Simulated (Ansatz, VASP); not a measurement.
Cu: VASP beside Ansatz

Contents of INCAR:

```
  PREC = Accurate
  ENCUT = 520
  EDIFF = 1E-6
  ISMEAR = -1
  SIGMA = 0.1
  LREAL = F
  LASPH = T
  NELM = 100
  ALGO = Normal
  ISIF = 2
  LWAVE = F
  LCHARG = F
  GGA = RP
  NBANDS = 24
```

The input KPOINTS:

```
Automatic mesh
0
Gamma
  10 10 14
```

Contents of POSCAR:

```
Cu
1.0
    4.0018012896      0.0000000000      0.0000000000
   -2.0009006448      3.4656615776      0.0000000000
    0.0000000000      0.0000000000      2.4041579114
Cu
3
Direct
    0.0000000000      0.0000000000      0.0000000000
    0.3333333333      0.6666666667      0.5000000000
    0.6666666667      0.3333333333      0.5000000000
```

Input for Ansatz:

```yaml
crystal:
  lattice:
    - [4.0018012896, 0.0, 0.0]
    - [-2.0009006448, 3.4656615776, 0.0]
    - [0.0, 0.0, 2.4041579114]
  atoms:
    - { symbol: Cu, position: [0.0, 0.0, 0.0] }
    - { symbol: Cu, position: [0.3333333333, 0.6666666667, 0.5] }
    - { symbol: Cu, position: [0.6666666667, 0.3333333333, 0.5] }
hamiltonian:
  xc: rpbe
  pseudopotentials:
    kind: paw
    azcp:
      Cu: "pseudopotentials/Cu.paw.azcp"
basis:
  ecutwfc: 420
  fft_grid_basis: typed
kpoints:
  mp_grid: { grid: [10, 10, 14], shift: [0, 0, 0] }
magnetization:
  spin_polarized: false
scf:
  occupations: { method: fermi_dirac, width: 0.1 }
  lower_state_search: "off"
output:
  stress: true
```

Alike in both runs: task single point; functional RPBE; k mesh 10 × 10 × 14; occupations fermi-dirac, width 0.1 eV; no spin polarisation.

```csv
,VASP,Ansatz
version,VASP 6.6.1,Ansatz 0.2.0
potentials or method,"VASP PAW PBE potentials, release 64 (Cu), cutoff 520 eV","plane waves (420 eV) with PAW, scalar-relativistic"
valence electrons in the cell,33,57
```

Ansatz gave:

| Quantity | Value |
| --- | --- |
| pressure (GPa) | 20.9 |
| traceless stress, the component that is largest in VASP (GPa) | -0.53 |

**Question.** Estimate VASP's values.

**Answer.** Pressure (GPa): 21.7; traceless stress, the component that is largest in VASP (GPa): -0.64.

VASP's potentials were made for PBE, not for RPBE. VASP's potentials hold 33 valence electrons a cell and Ansatz's 57, so a difference there can come from the potentials and not from the codes.
